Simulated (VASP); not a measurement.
# TiO2 (I4_1/amd) in VASP: single point with LDA

Aim: the single point of TiO2 with LDA.

Everything below comes from runs of VASP 6.6.1. Logs are shortened: lines on timing, memory, paths and dates and some standing lists are left out, and cuts for length are marked.

## 1. The cell of the first run

The structure is tetragonal, space group I4_1/amd (No. 141). Conventional cell: a = 3.772 Å, b = 3.772 Å, c = 9.482 Å, α = 90.00°, β = 90.00°, γ = 90.00°. Ti (site symmetry -4m2) has 6 O at 1.93 to 1.96 Å within 2.6 Å. Within 2.6 Å of O (site symmetry 2mm) lie 3 Ti at 1.93 to 1.96 Å and 2 O at 2.44 Å.

## 2. Single point, LDA (11.24 Å³/atom)

Contents of INCAR:

```
SYSTEM = TiO2
ALGO = Normal
EDIFF = 1E-6
ENCUT = 520
ISIF = 2
ISMEAR = -1
LASPH = .True.
LCHARG = .True.
LELF = .True.
LREAL = .False.
LVHAR = .True.
LWAVE = .False.
NBANDS = 33
NELM = 60
PREC = Accurate
SIGMA = 0.08
```

Contents of KPOINTS:

```
k-points
0
Gamma
  13 13 13
  0 0 0
```

Contents of POSCAR:

```
TiO2
1.0
   -1.8861705213      1.8861705213      4.7410901822
    1.8861705213     -1.8861705213      4.7410901822
    1.8861705213      1.8861705213     -4.7410901822
Ti O
2 4
Direct
    0.0000000000      0.0000000000      0.0000000000
    0.7500000000      0.2500000000      0.5000000000
    0.2066000000      0.2066000000      0.0000000000
    0.9566000000      0.4566000000      0.5000000000
    0.5434000000      0.0434000000      0.5000000000
    0.7934000000      0.7934000000      0.0000000000
```

Potentials or basis: VASP PAW LDA potentials, release 64 (Ti_sv, O).

On the command line:

```
cat potpaw_LDA.64/Ti_sv/POTCAR potpaw_LDA.64/O/POTCAR > POTCAR
mpirun -np 1 vasp_std > vasp.out
```

OUTCAR:

```text
SYSTEM = TiO2
   EDIFF = 1E-6
   ENCUT = 520
   ISIF = 2
   ISMEAR = -1
   LASPH = .True.
   LREAL = .False.
   NELM = 60
   PREC = Accurate

 ion  position               nearest neighbor table
   1  0.000  0.000  0.000-   5 1.93   4 1.93   5 1.93   4 1.93   3 1.96   6 1.96
   2  0.750  0.250  0.500-   6 1.93   3 1.93   6 1.93   3 1.93   4 1.96   5 1.96
   3  0.207  0.207  0.000-   2 1.93   2 1.93   1 1.96
   4  0.957  0.457  0.500-   1 1.93   1 1.93   2 1.96
   5  0.543  0.043  0.500-   1 1.93   1 1.93   2 1.96
   6  0.793  0.793  0.000-   2 1.93   2 1.93   1 1.96

  LATTYP: Found a body centered tetragonal cell.
 ALAT       =     3.7723410426
 C/A-ratio  =     2.5136063408

  Lattice vectors:

 A1 = (  -1.8861705213,   1.8861705213,   4.7410901822)
 A2 = (   1.8861705213,  -1.8861705213,   4.7410901822)
 A3 = (   1.8861705213,   1.8861705213,  -4.7410901822)

Analysis of symmetry for initial positions (statically):
=====================================================================
 Subroutine PRICEL returns:
 Original cell was already a primitive cell.

 Routine SETGRP: Setting up the symmetry group for a
 body centered tetragonal supercell.

 Subroutine GETGRP returns: Found 16 space group operations
 (whereof  8 operations were pure point group operations)
 out of a pool of 16 trial point group operations.

The static configuration has the point symmetry D_2d.
 The point group associated with its full space group is D_4h.

Analysis of symmetry for dynamics (positions and initial velocities):
=====================================================================
 Subroutine PRICEL returns:
 Original cell was already a primitive cell.

 Routine SETGRP: Setting up the symmetry group for a
 body centered tetragonal supercell.

 Subroutine GETGRP returns: Found 16 space group operations
 (whereof  8 operations were pure point group operations)
 out of a pool of 16 trial point group operations.

The dynamic configuration has the point symmetry D_2d.
 The point group associated with its full space group is D_4h.

 Subroutine INISYM returns: Found 16 space group operations
 (whereof  8 operations are pure point group operations),
 and found     1 'primitive' translations

----------------------------------------------------------------------------------------

                                     Primitive cell

  volume of cell :      67.4684

  direct lattice vectors                    reciprocal lattice vectors
    -1.886170521  1.886170521  4.741090182     0.000000000  0.265087379  0.105460976
     1.886170521 -1.886170521  4.741090182     0.265087379  0.000000000  0.105460976
     1.886170521  1.886170521 -4.741090182     0.265087379  0.265087379  0.000000000

  length of vectors
     5.439964576  5.439964576  5.439964576     0.285295174  0.285295174  0.374890167

  position of ions in fractional coordinates (direct lattice)
     0.000000000  0.000000000  0.000000000
     0.750000000  0.250000000  0.500000000
     0.206600000  0.206600000  0.000000000
     0.956600000  0.456600000  0.500000000
     0.543400000  0.043400000  0.500000000
     0.793400000  0.793400000  0.000000000

  ion indices of the primitive-cell ions
   primitive index   ion index
                 1           1
                 2           2
                 3           3
                 4           4
                 5           5
                 6           6

----------------------------------------------------------------------------------------

 KPOINTS: k-points

Automatic generation of k-mesh.
 Grid dimensions read from file:
 generate k-points for:   13   13   13

 Generating k-lattice:

  Cartesian coordinates                     Fractional coordinates (reciprocal lattice)
     0.000000000  0.020391337  0.008112383     0.076923077 -0.000000000  0.000000000
     0.020391337  0.000000000  0.008112383    -0.000000000  0.076923077  0.000000000
     0.020391337  0.020391337  0.000000000     0.000000000  0.000000000  0.076923077

  Length of vectors
     0.021945783  0.021945783  0.028837705

  Shift w.r.t. Gamma in fractional coordinates (k-lattice)
     0.000000000  0.000000000  0.000000000

 Subroutine IBZKPT returns following result:
 ===========================================

 Found    196 irreducible k-points:

 Following reciprocal coordinates:
            Coordinates               Weight
  0.000000  0.000000  0.000000      1.000000
  0.076923 -0.000000  0.000000      8.000000
  0.153846 -0.000000  0.000000      8.000000
  0.230769  0.000000  0.000000      8.000000
  0.307692 -0.000000  0.000000      8.000000
  0.384615 -0.000000  0.000000      8.000000
[... 16 lines left out ...]
  0.384615  0.153846  0.000000     16.000000
  0.461538  0.153846 -0.000000     16.000000
 [... further k-points ...]
   k-points           NKPTS =    196   k-points in BZ     NKDIM =    196   number of bands    NBANDS=     33
   number of dos      NEDOS =    301   number of ions     NIONS =      6
   total plane-waves  NPLWV =  64000
   dimension x,y,z NGX =    40 NGY =   40 NGZ =   40
   dimension x,y,z NGXF=    80 NGYF=   80 NGZF=   80
   ions per type =               2   4
   NGX,Y,Z   is equivalent  to a cutoff of  12.22, 12.22, 12.22 a.u.
   NGXF,Y,Z  is equivalent  to a cutoff of  24.45, 24.45, 24.45 a.u.
 SYSTEM =  TiO2
   PREC   = accura    normal or accurate (medium, high low for compatibility)
   ISTART =      0    job   : 0-new  1-cont  2-samecut
   ICHARG =      2    charge: 1-file 2-atom 10-const
   ISPIN  =      1    spin polarized calculation?
   LNONCOLLINEAR =      F non collinear calculations
   LSORBIT =      F    spin-orbit coupling
   LASPH  =      T    aspherical Exc in radial PAW
   ENCUT  =  520.0 eV  38.22 Ry    6.18 a.u.  10.11 10.11 10.11*2*pi/ulx,y,z
   NELM   =     60;   NELMIN=  2; NELMDL= -5     # of ELM steps
   EDIFF  = 0.1E-05   stopping-criterion for ELM
   LREAL  =      F    real-space projection
   EDIFFG = 0.1E-04   stopping-criterion for IOM
   NSW    =      0    number of steps for IOM
   IBRION =     -1    ionic relax: 0-MD 1-quasi-New 2-CG
   NFREE  =      0    steps in history (QN), initial steepest desc. (CG)
   ISIF   =      2    stress and relaxation
   ISYM   =      2    0-nonsym 1-usesym 2-fastsym
   POTIM  = 0.5000    time-step for ionic-motion
   TEBEG  =    0.0;   TEEND  =   0.0 temperature during run
   PSTRESS=    0.0 pullay stress
   NELECT =      48.0000    total number of electrons
   NUPDOWN=      -1.0000    fix difference up-down
   EMIN   =  10.00;   EMAX   =-10.00  energy-range for DOS
   EFERMI =   0.00;   METHOD = LEGACY
   ISMEAR =    -1;   SIGMA  =   0.08  broadening in eV -4-tet -1-fermi 0-gaus
   EFERMI_NEDOS =   21; number of points for ismear=-14 and -15
   IALGO  =     38    algorithm
   IMIX   =      4    mixing-type and parameters
     AMIX     =   0.40;   BMIX     =  1.00
     AMIX_MAG =   1.60;   BMIX_MAG =  1.00
  volume/ion in A,a.u.               =      11.24        75.88
  Fermi-wavevector in a.u.,A,eV,Ry     =   1.461465  2.761769 29.060427  2.135881
  Thomas-Fermi vector in A             =   2.577794
   LORBIT       =      0    0 simple, 1 ext, 2 COOP (PROOUT), +10 PAW based schemes
   GGA     = CA    functional components
   LHFCALC =     F    Hartree Fock is set to
   AEXX    =    0.0000 exact exchange contribution
   IVDW    =     0    specifies the selected vdW correction
   LEPSILON=     F    determine dielectric tensor
   LRPA    =     F    only Hartree local field effects (RPA)
 non-spin polarized calculation
  energy-cutoff  :      520.00
  volume of cell :       67.47
 maximum number of plane-waves:      1832
   NGX = 21   NGY = 21   NGZ = 21

 number of electron      48.0000002 magnetization

 Free energy of the ion-electron system (eV)
  ---------------------------------------------------
  ext. energy  EPLUGINS =         0.00000000
  ---------------------------------------------------
  free energy    TOTEN  =       -58.82132736 eV

  energy without entropy =      -58.82132717  energy(sigma->0) =      -58.82132726

 E-fermi :   4.2806     XC(G=0): -11.3851

 val. band max:        3.1417404759   @ k =  -0.4615   0.4615   0.0000
 cond. band min:       5.2082578743   @ k =   0.0000   0.0000   0.0000
 fundamental gap:      2.0665173984
 Fermi energy:         4.2806077332

 k-point     1 :       0.0000    0.0000    0.0000
  band No.  band energies     occupation
      1     -52.4276      2.00000
      2     -52.3585      2.00000
      3     -29.3394      2.00000
      4     -29.0626      2.00000
      5     -29.0626      2.00000
      6     -28.9829      2.00000
[... 25 lines left out ...]
     32       8.6247      0.00000
     33       8.6879      0.00000

 k-point     2 :       0.0769   -0.0000    0.0000
  band No.  band energies     occupation
      1     -52.4267      2.00000
      2     -52.3591      2.00000
      3     -29.3373      2.00000
      4     -29.0713      2.00000
      5     -29.0632      2.00000
      6     -28.9864      2.00000
[... 25 lines left out ...]
     32       8.6843      0.00000
     33       8.8293      0.00000

 k-point     3 :       0.1538   -0.0000    0.0000
  band No.  band energies     occupation
      1     -52.4242      2.00000
      2     -52.3609      2.00000
      3     -29.3318      2.00000
      4     -29.0947      2.00000
      5     -29.0650      2.00000
      6     -28.9954      2.00000
[... 25 lines left out ...]
     32       8.8611      0.00000
     33       9.1715      0.00000

 k-point     4 :       0.2308    0.0000    0.0000
  band No.  band energies     occupation
      1     -52.4203      2.00000
      2     -52.3637      2.00000
      3     -29.3239      2.00000
      4     -29.1265      2.00000
      5     -29.0672      2.00000
      6     -29.0067      2.00000
[... 25 lines left out ...]
     32       9.0899      0.00000
     33       9.4655      0.00000

 k-point     5 :       0.3077   -0.0000    0.0000
  band No.  band energies     occupation
      1     -52.4156      2.00000
      2     -52.3671      2.00000
      3     -29.3153      2.00000
      4     -29.1598      2.00000
      5     -29.0694      2.00000
      6     -29.0161      2.00000
[... 604 lines left out ...]
 k-point    22 :       0.3077    0.1538    0.0000
  band No.  band energies     occupation
      1     -52.4100      2.00000
      2     -52.3717      2.00000
      3     -29.2971      2.00000
      4     -29.1785      2.00000
      5     -29.0913      2.00000
      6     -29.0267      2.00000
[... 25 lines left out ...]
     32       9.7136      0.00000
     33       9.8983      0.00000

 k-point    23 :       0.3846    0.1538    0.0000
  band No.  band energies     occupation
      1     -52.4061      2.00000
      2     -52.3746      2.00000
      3     -29.2941      2.00000
      4     -29.2037      2.00000
      5     -29.0920      2.00000
      6     -29.0361      2.00000
[... 25 lines left out ...]
     32       9.7895      0.00000
     33       9.9739      0.00000

 k-point    24 :       0.4615    0.1538   -0.0000
  band No.  band energies     occupation
      1     -52.4047      2.00000
      2     -52.3754      2.00000
      3     -29.2983      2.00000
      4     -29.2139      2.00000
      5     -29.0915      2.00000
      6     -29.0421      2.00000
[... 25 lines left out ...]
     32       9.8775      0.00000
     33      10.0006      0.00000

 [... further k-points ...]

------------------------ aborting loop because EDIFF is reached ----------------------------------------

  FORCE on cell =-STRESS in cart. coord.  units (eV):
  Direction    XX          YY          ZZ          XY          YZ          ZX
  --------------------------------------------------------------------------------------
  -------------------------------------------------------------------------------------
  Total       -1.6257529     -1.6257529     -0.0015798      0.0000000     -0.0000000      0.0000000
  in kB      -38.6069075    -38.6069075     -0.0375149      0.0000000     -0.0000000      0.0000000
  external PRESSURE =     -25.7504433 kB  Pullay stress =       0.0000000 kB

 VOLUME and BASIS-vectors are now :
 -----------------------------------------------------------------------------
  energy-cutoff  :      520.00
  volume of cell :       67.47
      direct lattice vectors                 reciprocal lattice vectors
    -1.886170521  1.886170521  4.741090182     0.000000000  0.265087379  0.105460976
     1.886170521 -1.886170521  4.741090182     0.265087379  0.000000000  0.105460976
     1.886170521  1.886170521 -4.741090182     0.265087379  0.265087379  0.000000000

 POSITION                                       TOTAL-FORCE (eV/Angst)
 -----------------------------------------------------------------------------------
      0.00000      0.00000      0.00000        -0.000000     -0.000000     -0.000000
      0.00000      1.88617      2.37055        -0.000000     -0.000000     -0.000000
      0.00000      0.00000      1.95902         0.000000     -0.000000      0.207816
      0.00000      1.88617      4.32956        -0.000000      0.000000      0.207816
      0.00000      1.88617      0.41153        -0.000000      0.000000     -0.207816
      0.00000      0.00000      7.52316         0.000000     -0.000000     -0.207816
 -----------------------------------------------------------------------------------
    total drift:                                0.000000      0.000000     -0.000000

  FREE ENERGIE OF THE ION-ELECTRON SYSTEM (eV)
  ---------------------------------------------------
  free  energy   TOTEN  =       -58.8213273584 eV

  energy  without entropy=      -58.8213271660  energy(sigma->0) =      -58.82132726
```

It took 4.5 min on 1 thread of Intel Xeon 6975P-C (Granite Rapids), shared host; peak memory 0.44 GiB.

What came out:

```
Free energy            : -58.8213 eV
Pressure               : -2.6 GPa
Largest force          : 0.208 eV/Å
Band gap on the k mesh : 2.07 eV (least direct gap 2.37 eV)
```

Forces in eV/Å, atoms in the order of the input:
```
Ti   0.000  0.000  0.000
Ti   0.000  0.000  0.000
O    0.000  0.000  0.208
O    0.000  0.000  0.208
O    0.000  0.000 -0.208
O    0.000  0.000 -0.208
```

Levels at points of the mesh, in eV from the valence-band top:
| k point | band 20 | band 21 | band 22 | band 23 | band 24 | band 25 | band 26 | band 27 | band 28 | band 29 |
| --- | --- | --- | --- | --- | --- | --- | --- | --- | --- | --- |
| (0.00, 0.00, 0.00) | -0.74 | -0.71 | -0.71 | -0.45 | -0.45 | 2.07 | 2.86 | 4.09 | 4.09 | 4.10 |

Caveat: an odd mesh through Γ misses points on the zone boundary, where band edges can lie.
